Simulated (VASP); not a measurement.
Here is a VASP 6.6.1 calculation.

INCAR

```
SYSTEM = MoS2
PREC     = Accurate       ! precision mode
ENCUT    = 520            ! plane-wave cutoff, eV
EDIFF    = 1E-6           ! SCF threshold, eV
ISMEAR   = -1             ! smearing method
SIGMA    = 0.05           ! smearing width, eV
LREAL    = .FALSE.        ! projectors in reciprocal space
LASPH    = .TRUE.         ! aspherical terms in the spheres
NELM     = 150            ! most SCF steps
ALGO     = Normal         ! electronic algorithm
ISIF     = 2              ! what is computed and relaxed
LWAVE    = .FALSE.        ! write WAVECAR
LCHARG   = .FALSE.        ! write CHGCAR
LMAXMIX  = 4              ! l up to which the mixer works
LDAU     = .TRUE.         ! DFT+U
LDAUTYPE = 2            
LDAUL    = 2 -1           ! shell
LDAUU    = 3 0            ! U, eV
LDAUJ    = 0 0          
LDAUPRINT= 1            
GGA      = CA             ! functional
NBANDS   = 35             ! bands
```

Contents of KPOINTS:

```
Automatic mesh
0
G
  10 10 2
  0 0 0
```

File POSCAR:

```
MoS2
1.0
    3.1212767385      0.0000000000      0.0000000000
   -1.5606383692      2.7031049478      0.0000000000
    0.0000000000      0.0000000000     21.3496274587
Mo S
2 4
Direct
    0.3333333333      0.6666666667      0.8588306188
    0.6666666667      0.3333333333      0.1411693812
    0.6666666667      0.3333333333      0.7861771610
    0.3333333333      0.6666666667      0.0683743438
    0.6666666667      0.3333333333      0.9316256562
    0.3333333333      0.6666666667      0.2138228390
```

Potentials or basis: VASP PAW LDA potentials, release 64 (Mo_sv, S).

Run with:

```sh
$ cat potpaw_LDA.64/Mo_sv/POTCAR potpaw_LDA.64/S/POTCAR > POTCAR
$ mpirun -np 1 vasp_std > vasp.out
```

Q: What does it give for the largest force?

A: 0.235 eV/Å.

Q: Estimate the band gap on the k mesh.

A: 1.25 eV (least direct gap 2.02 eV).

Forces in eV/Å, atoms in the order of the input:
```
Mo   0.000  0.000  0.001
Mo   0.000  0.000 -0.001
S    0.000  0.000 -0.235
S    0.000  0.000 -0.229
S    0.000  0.000  0.229
S    0.000  0.000  0.235
```

Caveat: there is no dipole correction, which matters where the two faces differ.
